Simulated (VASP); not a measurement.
Input of a VASP 6.6.1 run:

Contents of INCAR:

```
SYSTEM = CuO
ALGO = Normal ; EDIFF = 1E-7
ENCUT = 520 ; GGA = PS
ISIF = 2 ; ISMEAR = -1
LASPH = .True. ; LCHARG = .False.
LREAL = .False. ; LWAVE = .False.
NBANDS = 25 ; NELM = 80
PREC = Accurate ; SIGMA = 0.5
```

The input KPOINTS:

```
k-points
0
Gamma
  14 14 8
  0 0 0
```

File POSCAR:

```
CuO
1.0
    1.9909680000     -2.1535500000      0.0000000000
    1.9909680000      2.1535500000      0.0000000000
    0.0000000000      0.0000000000      5.1559280000
Cu O
2 2
Direct
    0.0000000000      0.5000000000      0.0000000000
    0.5000000000      0.0000000000      0.5000000000
    0.5000000000      0.5000000000      0.2500000000
    0.5000000000      0.5000000000      0.7500000000
```

Potentials or basis: VASP PAW PBE potentials, release 64 (Cu, O).

Launch:

```sh
$ cat potpaw_PBE.64/Cu/POTCAR potpaw_PBE.64/O/POTCAR > POTCAR
$ mpirun -np 1 vasp_std > vasp.out
```

Question: Predict the pressure.

Answer: -2.9 GPa.

Question: Estimate the band gap on the k mesh.

Answer: Zero (bands 17 and 18 overlap by 1.14 eV).

Stress tensor (GPa, compression positive):
```
-2.57  0.00  0.00
 0.00 -3.58  0.00
 0.00  0.00 -2.47
```

Caveat: so wide a smearing shifts energies and pressures; the PAW data sets were made with another functional, which shifts forces and pressure a little; semilocal functionals often make such compounds metallic where correlation or magnetic order opens a gap, which also shifts bond lengths. With open d or f shells a metallic result of PBEsol can be an artefact of self-interaction; +U or a hybrid may open a gap.
